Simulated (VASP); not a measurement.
## Be2CdO3: relaxation of cell and atoms with PBE

Be2CdO3:

```
Be Cd O
1.0
     2.95000    0.00000    0.00000
    -1.47500    2.55477    0.00000
     0.00000    0.00000    8.28000
Be Cd O
2 1 3
Direct
  0.66667 0.33333 0.65000
  0.33333 0.66667 0.35500
  0.00000 0.00000 0.00000
  0.66667 0.33333 0.85000
  0.33333 0.66667 0.56000
  0.00000 0.00000 0.26000
```

```
Program                : VASP 6.6.1
Task                   : relaxation of cell and atoms
Functional             : PBE
Potentials or basis    : VASP PAW PBE potentials, release 64 (Be, Cd_sv_GW, O)
Cutoff                 : 700 eV
k mesh                 : 5 × 5 × 2
Occupations            : gaussian, width 0.15 eV
Spin                   : no spin polarisation
Dipole correction      : no
Further INCAR settings : ALGO = Normal; EDIFF = 1e-07; IBRION = 2; EDIFFG = -0.08; NSW = 36; ISIF = 3
```

The relaxed volume is 9.70 Å³/atom and the relaxed cell is a = 2.943 Å, b = 2.943 Å, c = 7.758 Å, α = 90.00°, β = 90.00°, γ = 120.00°. The space group after relaxing (to 0.1 Å) is P3m1 (No. 156) and the energy gained by relaxing is 121.0 meV/atom. The ionic steps are 8. The pressure after relaxing is -0.1 GPa. The largest force after relaxing is 0.053 eV/Å and the band gap on the k mesh is 0.77 eV.

Forces in eV/Å, atoms in the order of the input:
```
Be   0.000  0.000  0.009
Be   0.000  0.000 -0.006
Cd   0.000  0.000  0.000
O    0.000  0.000 -0.025
O    0.000  0.000  0.053
O    0.000  0.000 -0.031
```

Stress tensor (GPa, compression positive):
```
-0.31  0.00  0.00
 0.00 -0.31  0.00
 0.00  0.00  0.24
```

The path:
```csv
step,energy change (eV),largest force (eV/Å),pressure (GPa),volume (Å³)
1,0.0000,2.4677,-7.37,62.40
2,-0.5058,2.7139,2.52,58.08
3,-0.5450,1.9741,-0.25,58.96
4,-0.7103,0.7149,1.89,57.76
5,-0.7112,0.6230,1.67,57.84
6,-0.7219,0.2376,-1.18,58.49
7,-0.7239,0.2039,-0.40,58.30
8,-0.7258,0.0530,-0.12,58.19
```

Final structure:
```
CELL_PARAMETERS angstrom
2.94276 0.00000 0.00000
-1.47138 2.54851 0.00000
0.00000 0.00000 7.75844
ATOMIC_POSITIONS crystal
Be 0.66667 0.33333 0.63386
Be 0.33333 0.66667 0.35453
Cd 0.00000 0.00000 0.00463
O 0.66667 0.33333 0.83680
O 0.33333 0.66667 0.55999
O 0.00000 0.00000 0.28519
```

Levels at points of the mesh, in eV from the valence-band top:
```
           k point  band 18  band 19  band 20  band 21  band 22  band 23  band 24  band 25
(0.00, 0.00, 0.00)    -1.52    -1.52     0.00     0.00     0.77     5.90     6.68     9.57
(0.00, 0.00, 0.50)    -1.48    -1.48    -0.02    -0.02     1.35     5.21     7.56     9.00
```

Run time: 5.1 min on 1 thread of AMD EPYC 7R43 64-Core Processor (Zen 3), with other jobs on the host, peak memory 0.21 GiB.

Caveat: the k points lie up to 0.49 Å⁻¹ apart in the final cell; semilocal functionals underestimate gaps, and a narrow one can read as zero; the relaxation stopped at a loose force limit of 0.08 eV/Å, so its end isn't a converged minimum.
